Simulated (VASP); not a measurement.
Here is a VASP 6.6.1 calculation.

File INCAR:

```
ALGO = Normal
EDIFF = 1E-6
ENCUT = 520
GGA = PS
ISIF = 2
ISMEAR = 0
LASPH = True
LCHARG = True
LELF = True
LREAL = False
LVHAR = True
LWAVE = False
NBANDS = 56
NELM = 60
PREC = Accurate
SIGMA = 0.01
```

Contents of KPOINTS:

```
k-points
0
Gamma
  4 4 4
```

The input POSCAR:

```
HfO2
1.0
    5.1030693465      0.0119005220      0.0119005220
    0.0119005220      5.1030693465      0.0119005220
    0.0119005220      0.0119005220      5.1030693465
Hf O
4 8
Direct
   -0.0421086372     -0.0421086372     -0.0421086372
    0.9599854466      0.4594630371      0.4594630371
    0.4594630371      0.9599854466      0.4594630371
    0.4594630371      0.4594630371      0.9599854466
    0.2392660730      0.2392660730      0.2392660730
    0.1878098626      0.1878098626      0.7319820953
    0.1878098626      0.7319820953      0.1878098626
    0.2377677541      0.6801440228      0.6801440228
    0.7319820953      0.1878098626      0.1878098626
    0.6801440228      0.2377677541      0.6801440228
    0.6801440228      0.6801440228      0.2377677541
    0.7306169315      0.7306169315      0.7306169315
```

Potentials or basis: VASP PAW PBE potentials, release 64 (Hf_pv, O).

The run is started by

```sh
$ cat potpaw_PBE.64/Hf_pv/POTCAR potpaw_PBE.64/O/POTCAR > POTCAR
$ mpirun -np 1 vasp_std > vasp.out
```

Question: Predict the band gap on the k mesh.

Answer: 4.25 eV (least direct gap 4.28 eV).

Question: Estimate the pressure.

Answer: -7.9 GPa.

Question: Predict the largest force.

Answer: 0.020 eV/Å.

Stress tensor (GPa, compression positive):
```
-7.91 -0.20 -0.20
-0.20 -7.91 -0.20
-0.20 -0.20 -7.91
```

Caveat: the cell stands under tension; the PAW data sets were made with another functional, which shifts forces and pressure a little; spin-orbit coupling is left out, which moves the levels of the heavy elements. A k mesh can miss the band edges.
